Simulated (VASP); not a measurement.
# ZrS (Immm) in VASP: notebook

The runs below take ZrS through single point, with r2SCAN.

Program: VASP 6.6.1. These are calculated values, not measurements. Logs are shortened: lines on timing, memory, paths and dates and some standing lists are left out, and cuts for length are marked.

### 1 The cell of the first run

Symmetry: Immm, No. 71, orthorhombic system. The conventional cell has a = 3.527 Å, b = 3.898 Å, c = 5.250 Å, α = 90.00°, β = 90.00°, γ = 90.00°. Zr (site symmetry mmm) has 6 S at 2.62 to 2.63 Å and 12 Zr at 3.53 to 3.90 Å within 3.9 Å. S (site symmetry mmm) has 6 Zr at 2.62 to 2.63 Å and 12 S at 3.53 to 3.90 Å within 3.9 Å.

### 2 Single point, r2SCAN (strain -0.1000 x Voigt [0, 0, 0, 1, 0, 0])

File POSCAR:

```
ZrS
1.0
    0.0000000000      2.4937500000      2.4937500000
    2.6250000000     -0.1312500000      2.6250000000
    2.6250000000      2.6250000000     -0.1312500000
Zr S
1 1
Direct
    0.0000000000      0.0000000000      0.0000000000
    0.5000000000      0.5000000000      0.5000000000
```

File INCAR.step1:

```
PREC = Accurate ; ENCUT = 520
ISMEAR = 0 ; SIGMA = 0.15
LREAL = F ; LASPH = T
NELM = 60 ; NBANDS = 16
GGA = PE ; ALGO = Normal
EDIFF = 1E-4 ; LWAVE = T
LCHARG = F
```

File INCAR.step2:

```
PREC = Accurate ; ENCUT = 520
EDIFF = 1E-7 ; ISMEAR = 0
SIGMA = 0.15 ; LREAL = F
LASPH = T ; NELM = 60
ALGO = Normal ; ISIF = 2
LWAVE = F ; LCHARG = T
METAGGA = R2SCAN ; LMIXTAU = T
LELF = T ; LVHAR = T
NBANDS = 16 ; ISTART = 1
```

File KPOINTS:

```
Automatic mesh
0
Gamma
  16 16 16
```

Potentials or basis: VASP PAW PBE potentials, release 64 (Zr_sv, S).

The run is started by

```sh
$ cat potpaw_PBE.64/Zr_sv/POTCAR potpaw_PBE.64/S/POTCAR > POTCAR
$ cp INCAR.step1 INCAR
$ mpirun -np 1 vasp_std > vasp.out
$ cp INCAR.step2 INCAR
$ mpirun -np 1 vasp_std > vasp.out
```

OUTCAR:

```text
PREC = Accurate
   ENCUT = 520
   EDIFF = 1E-7
   ISMEAR = 0
   LREAL = F
   LASPH = T
   NELM = 60
   ISIF = 2
   METAGGA = R2SCAN
   ISTART = 1

 ion  position               nearest neighbor table
   1  0.000  0.000  0.000-   2 2.62   2 2.62   2 2.63   2 2.63   2 2.63   2 2.63
   2  0.500  0.500  0.500-   1 2.62   1 2.62   1 2.63   1 2.63   1 2.63   1 2.63

  LATTYP: Found a body centered orthorhombic cell.
 ALAT       =     3.5266950712
 B/A-ratio  =     1.1052631579
 C/A-ratio  =     1.4886458551

  Lattice vectors:

 A1 = (  -2.6250000000,   0.1312500000,  -2.6250000000)
 A2 = (  -2.6250000000,  -0.1312500000,   2.6250000000)
 A3 = (   2.6250000000,   2.6250000000,  -0.1312500000)

Analysis of symmetry for initial positions (statically):
=====================================================================
 Subroutine PRICEL returns:
 Original cell was already a primitive cell.

 Routine SETGRP: Setting up the symmetry group for a
 body centered orthorhombic supercell.

 Subroutine GETGRP returns: Found  8 space group operations
 (whereof  8 operations were pure point group operations)
 out of a pool of  8 trial point group operations.

The static configuration has the point symmetry D_2h.

Analysis of symmetry for dynamics (positions and initial velocities):
=====================================================================
 Subroutine PRICEL returns:
 Original cell was already a primitive cell.

 Routine SETGRP: Setting up the symmetry group for a
 body centered orthorhombic supercell.

 Subroutine GETGRP returns: Found  8 space group operations
 (whereof  8 operations were pure point group operations)
 out of a pool of  8 trial point group operations.

The dynamic configuration has the point symmetry D_2h.

 Subroutine INISYM returns: Found  8 space group operations
 (whereof  8 operations are pure point group operations),
 and found     1 'primitive' translations

----------------------------------------------------------------------------------------

                                     Primitive cell

  volume of cell :      36.0853

  direct lattice vectors                    reciprocal lattice vectors
     0.000000000  2.493750000  2.493750000    -0.190476190  0.200501253  0.200501253
     2.625000000 -0.131250000  2.625000000     0.190476190 -0.181405896  0.181405896
     2.625000000  2.625000000 -0.131250000     0.190476190  0.181405896 -0.181405896

  length of vectors
     3.526695071  3.714630071  3.714630071     0.341588472  0.319526802  0.319526802

  position of ions in fractional coordinates (direct lattice)
     0.000000000  0.000000000  0.000000000
     0.500000000  0.500000000  0.500000000

  ion indices of the primitive-cell ions
   primitive index   ion index
                 1           1
                 2           2

----------------------------------------------------------------------------------------

 KPOINTS: Automatic mesh

Automatic generation of k-mesh.
 Grid dimensions read from file:
 generate k-points for:   16   16   16

 Generating k-lattice:

  Cartesian coordinates                     Fractional coordinates (reciprocal lattice)
    -0.011904762  0.012531328  0.012531328     0.062500000  0.000000000 -0.000000000
     0.011904762 -0.011337868  0.011337868     0.000000000  0.062500000  0.000000000
     0.011904762  0.011337868 -0.011337868     0.000000000  0.000000000  0.062500000

  Length of vectors
     0.021349279  0.019970425  0.019970425

  Shift w.r.t. Gamma in fractional coordinates (k-lattice)
     0.000000000  0.000000000  0.000000000

 Subroutine IBZKPT returns following result:
 ===========================================

 Found    621 irreducible k-points:

 Following reciprocal coordinates:
            Coordinates               Weight
  0.000000  0.000000  0.000000      1.000000
  0.062500  0.000000 -0.000000      4.000000
  0.125000  0.000000 -0.000000      4.000000
  0.187500  0.000000  0.000000      4.000000
  0.250000  0.000000 -0.000000      4.000000
  0.312500  0.000000 -0.000000      4.000000
[... 16 lines left out ...]
 -0.187500  0.062500  0.000000      8.000000
 -0.125000  0.062500  0.000000      8.000000
 [... further k-points ...]
   k-points           NKPTS =    621   k-points in BZ     NKDIM =    621   number of bands    NBANDS=     16
   number of dos      NEDOS =    301   number of ions     NIONS =      2
   total plane-waves  NPLWV =  21952
   dimension x,y,z NGX =    28 NGY =   28 NGZ =   28
   dimension x,y,z NGXF=    56 NGYF=   56 NGZF=   56
   ions per type =               1   1
   NGX,Y,Z   is equivalent  to a cutoff of  13.20, 12.53, 12.53 a.u.
   NGXF,Y,Z  is equivalent  to a cutoff of  26.40, 25.06, 25.06 a.u.
 SYSTEM =  unknown system
   PREC   = accura    normal or accurate (medium, high low for compatibility)
   ISTART =      1    job   : 0-new  1-cont  2-samecut
   ICHARG =      0    charge: 1-file 2-atom 10-const
   ISPIN  =      1    spin polarized calculation?
   LNONCOLLINEAR =      F non collinear calculations
   LSORBIT =      F    spin-orbit coupling
   LASPH  =      T    aspherical Exc in radial PAW
   ENCUT  =  520.0 eV  38.22 Ry    6.18 a.u.   6.56  6.91  6.91*2*pi/ulx,y,z
   NELM   =     60;   NELMIN=  2; NELMDL=  0     # of ELM steps
   EDIFF  = 0.1E-06   stopping-criterion for ELM
   LREAL  =      F    real-space projection
   EDIFFG = 0.1E-05   stopping-criterion for IOM
   NSW    =      0    number of steps for IOM
   IBRION =     -1    ionic relax: 0-MD 1-quasi-New 2-CG
   NFREE  =      0    steps in history (QN), initial steepest desc. (CG)
   ISIF   =      2    stress and relaxation
   ISYM   =      2    0-nonsym 1-usesym 2-fastsym
   POTIM  = 0.5000    time-step for ionic-motion
   TEBEG  =    0.0;   TEEND  =   0.0 temperature during run
   PSTRESS=    0.0 pullay stress
   NELECT =      18.0000    total number of electrons
   NUPDOWN=      -1.0000    fix difference up-down
   EMIN   =  10.00;   EMAX   =-10.00  energy-range for DOS
   EFERMI =   0.00;   METHOD = LEGACY
   ISMEAR =     0;   SIGMA  =   0.15  broadening in eV -4-tet -1-fermi 0-gaus
   EFERMI_NEDOS =   21; number of points for ismear=-14 and -15
   IALGO  =     38    algorithm
   IMIX   =      4    mixing-type and parameters
     AMIX     =   0.40;   BMIX     =  1.00
     AMIX_MAG =   1.60;   BMIX_MAG =  1.00
  volume/ion in A,a.u.               =      18.04       121.76
  Fermi-wavevector in a.u.,A,eV,Ry     =   1.298341  2.453508 22.935191  1.685689
  Thomas-Fermi vector in A             =   2.429675
   LORBIT       =      0    0 simple, 1 ext, 2 COOP (PROOUT), +10 PAW based schemes
   METAGGA = R2SCAN    functional components
   LHFCALC =     F    Hartree Fock is set to
   AEXX    =    0.0000 exact exchange contribution
   IVDW    =     0    specifies the selected vdW correction
   LEPSILON=     F    determine dielectric tensor
   LRPA    =     F    only Hartree local field effects (RPA)
 non-spin polarized calculation
 Gauss-broadening in eV      SIGMA  =   0.15
  energy-cutoff  :      520.00
  volume of cell :       36.09
 maximum number of plane-waves:       992
 NGX is ok and might be reduce to    28
   NGX = 13   NGY = 13   NGZ = 13

 number of electron      18.0000000 magnetization

 Free energy of the ion-electron system (eV)
  ---------------------------------------------------
  ext. energy  EPLUGINS =         0.00000000
  ---------------------------------------------------
  free energy    TOTEN  =       -33.85874091 eV

  energy without entropy =      -33.84375078  energy(sigma->0) =      -33.85124585

 E-fermi :  10.9449     XC(G=0): -11.9836

 val. band max:       10.9439529001   @ k =  -0.3750   0.3750   0.2500
 cond. band min:      10.9449836920   @ k =  -0.1250   0.1250  -0.0000
 fundamental gap:      0.0010307919
 Fermi energy:        10.9448848323

 k-point     1 :       0.0000    0.0000    0.0000
  band No.  band energies     occupation
      1     -40.9156      2.00000
      2     -18.2462      2.00000
      3     -18.2059      2.00000
      4     -18.1180      2.00000
      5      -5.8388      2.00000
      6       6.7488      2.00000
[... 8 lines left out ...]
     15      18.7434      0.00000
     16      23.0312      0.00000

 k-point     2 :       0.0625    0.0000   -0.0000
  band No.  band energies     occupation
      1     -40.9143      2.00000
      2     -18.2471      2.00000
      3     -18.2114      2.00000
      4     -18.1306      2.00000
      5      -5.7845      2.00000
      6       6.5424      2.00000
[... 8 lines left out ...]
     15      18.9445      0.00000
     16      22.9751      0.00000

 k-point     3 :       0.1250    0.0000   -0.0000
  band No.  band energies     occupation
      1     -40.9105      2.00000
      2     -18.2496      2.00000
      3     -18.2332      2.00000
      4     -18.1603      2.00000
      5      -5.6274      2.00000
      6       6.0759      2.00000
[... 8 lines left out ...]
     15      19.4308      0.00000
     16      22.5450      0.00000

 k-point     4 :       0.1875    0.0000    0.0000
  band No.  band energies     occupation
      1     -40.9048      2.00000
      2     -18.2832      2.00000
      3     -18.2533      2.00000
      4     -18.1863      2.00000
      5      -5.3834      2.00000
      6       5.3478      2.00000
[... 8 lines left out ...]
     15      19.7438      0.00000
     16      21.5927      0.00000
[... 324 lines left out ...]
 k-point    22 :      -0.2500    0.0625   -0.0000
  band No.  band energies     occupation
      1     -40.8959      2.00000
      2     -18.3799      2.00000
      3     -18.2667      2.00000
      4     -18.2032      2.00000
      5      -4.9619      2.00000
      6       4.1288      2.00000
[... 8 lines left out ...]
     15      19.5640      0.00000
     16      19.8055      0.00000

 k-point    23 :      -0.1875    0.0625    0.0000
  band No.  band energies     occupation
      1     -40.9026      2.00000
      2     -18.3165      2.00000
      3     -18.2571      2.00000
      4     -18.1847      2.00000
      5      -5.2663      2.00000
      6       4.8524      2.00000
[... 8 lines left out ...]
     15      19.7123      0.00000
     16      20.6529      0.00000

 k-point    24 :      -0.1250    0.0625    0.0000
  band No.  band energies     occupation
      1     -40.9085      2.00000
      2     -18.2766      2.00000
      3     -18.2391      2.00000
      4     -18.1595      2.00000
      5      -5.5238      2.00000
      6       5.5455      2.00000
[... 8 lines left out ...]
     15      19.6115      0.00000
     16      21.5547      0.00000

 [... further k-points ...]

------------------------ aborting loop because EDIFF is reached ----------------------------------------

  FORCE on cell =-STRESS in cart. coord.  units (eV):
  Direction    XX          YY          ZZ          XY          YZ          ZX
  --------------------------------------------------------------------------------------
  -------------------------------------------------------------------------------------
  Total       -0.4489114     -0.2813040     -0.2813040     -0.0000000      0.5921656     -0.0000000
  in kB      -19.9315182    -12.4898051    -12.4898051     -0.0000000     26.2919597     -0.0000000
  external PRESSURE =     -14.9703761 kB  Pullay stress =       0.0000000 kB

 VOLUME and BASIS-vectors are now :
 -----------------------------------------------------------------------------
  energy-cutoff  :      520.00
  volume of cell :       36.09
      direct lattice vectors                 reciprocal lattice vectors
     0.000000000  2.493750000  2.493750000    -0.190476190  0.200501253  0.200501253
     2.625000000 -0.131250000  2.625000000     0.190476190 -0.181405896  0.181405896
     2.625000000  2.625000000 -0.131250000     0.190476190  0.181405896 -0.181405896

 POSITION                                       TOTAL-FORCE (eV/Angst)
 -----------------------------------------------------------------------------------
      0.00000      0.00000      0.00000         0.000000      0.000000      0.000000
      2.62500      2.49375      2.49375        -0.000000     -0.000000     -0.000000
 -----------------------------------------------------------------------------------
    total drift:                                0.000000      0.000000      0.000000

  FREE ENERGIE OF THE ION-ELECTRON SYSTEM (eV)
  ---------------------------------------------------
  free  energy   TOTEN  =       -33.8587409093 eV

  energy  without entropy=      -33.8437507842  energy(sigma->0) =      -33.85124585
```

It took 14 min on 1 thread of AMD EPYC 9R45 (Zen 5), shared host; peak memory 0.42 GiB.

Results:

```yaml
Free_energy: -33.8587 eV
Pressure: -1.5 GPa
Band_gap_on_the_k_mesh: zero (bands 9 and 10 overlap by 2.95 eV)
```

Levels at points of the mesh, in eV from the Fermi level:
```
           k point  band 5  band 6  band 7  band 8  band 9  band 10  band 11  band 12  band 13  band 14
(0.00, 0.00, 0.00)  -16.78   -4.20   -3.99   -3.61   -1.90    -1.56    -0.83    -0.61    -0.54     2.46
(0.50, 0.00, 0.00)  -15.09   -8.46   -6.82   -6.40    1.35     1.44     1.95     2.61     5.47     5.82
(0.00, 0.50, 0.00)  -15.28   -8.52   -6.42   -5.84    0.68     1.74     1.94     2.34     5.37     5.71
(0.50, 0.50, 0.00)  -15.87   -6.77   -4.93   -4.91   -3.51     0.45     2.00     2.36     3.20     3.94
(0.00, 0.50, 0.50)  -15.93   -6.75   -5.31   -4.45   -3.53     0.67     2.40     2.44     3.04     3.60
```

Caveat: the cell differs from its parent crystal (strain -0.1000 x Voigt [0, 0, 0, 1, 0, 0]); the PAW data sets were made with another functional, which shifts forces and pressure a little.

### 3 Single point, r2SCAN (strain +0.0875 x Voigt [0, 0, 0, 1, 0, 0])

File POSCAR:

```
ZrS
1.0
    0.0000000000      2.7398437500      2.7398437500
    2.6250000000      0.1148437500      2.6250000000
    2.6250000000      2.6250000000      0.1148437500
Zr S
1 1
Direct
    0.0000000000      0.0000000000      0.0000000000
    0.5000000000      0.5000000000      0.5000000000
```

File INCAR.step1:

```
SYSTEM = ZrS
PREC = Accurate
ENCUT = 520
ISMEAR = 0
SIGMA = 0.15
LREAL = .FALSE.
LASPH = .TRUE.
NELM = 80
NBANDS = 16
GGA = PE
ALGO = Normal
EDIFF = 1E-4
LWAVE = .TRUE.
LCHARG = .FALSE.
```

File INCAR.step2:

```
SYSTEM = ZrS
PREC = Accurate
ENCUT = 520
EDIFF = 1E-6
ISMEAR = 0
SIGMA = 0.15
LREAL = .FALSE.
LASPH = .TRUE.
NELM = 80
ALGO = Normal
ISIF = 2
LWAVE = .FALSE.
LCHARG = .FALSE.
METAGGA = R2SCAN
LMIXTAU = .TRUE.
NBANDS = 16
ISTART = 1
```

File KPOINTS:

```
Automatic mesh
0
G
  16 16 16
  0 0 0
```

Potentials or basis: VASP PAW PBE potentials, release 64 (Zr_sv, S).

The run is started by

```sh
$ cat potpaw_PBE.64/Zr_sv/POTCAR potpaw_PBE.64/S/POTCAR > POTCAR
$ cp INCAR.step1 INCAR
$ mpirun -np 1 vasp_std > vasp.out
$ cp INCAR.step2 INCAR
$ mpirun -np 1 vasp_std > vasp.out
```

Run time: 14 min. Hardware: 1 thread of AMD EPYC 9R45 (Zen 5), shared host; peak memory 0.43 GiB.

Results (log left out):

```
Free energy            : -33.8656 eV
Pressure               : -1.6 GPa
Band gap on the k mesh : zero (bands 9 and 10 overlap by 2.92 eV)
```

Stress tensor (GPa, compression positive):
```
-2.02  0.00  0.00
 0.00 -1.42 -2.35
 0.00 -2.35 -1.42
```

Levels at points of the mesh, in eV from the Fermi level:
```tsv
k point	band 5	band 6	band 7	band 8	band 9	band 10	band 11	band 12	band 13	band 14
(0.00, 0.00, 0.00)	-16.79	-4.18	-3.99	-3.67	-1.85	-1.53	-0.91	-0.63	-0.57	2.42
(0.50, 0.00, 0.00)	-15.28	-8.52	-6.43	-5.92	0.79	1.71	1.92	2.30	5.42	5.72
(0.00, 0.50, 0.00)	-15.11	-8.47	-6.79	-6.41	1.36	1.47	1.96	2.49	5.53	5.81
(0.50, 0.50, 0.00)	-15.89	-6.77	-4.94	-4.92	-3.51	0.47	2.06	2.37	3.21	3.83
(0.00, 0.50, 0.50)	-15.93	-6.75	-5.27	-4.52	-3.53	0.64	2.40	2.43	3.04	3.59
```

Caveat: the cell differs from its parent crystal (strain +0.0875 x Voigt [0, 0, 0, 1, 0, 0]); the PAW data sets were made with another functional, which shifts forces and pressure a little.
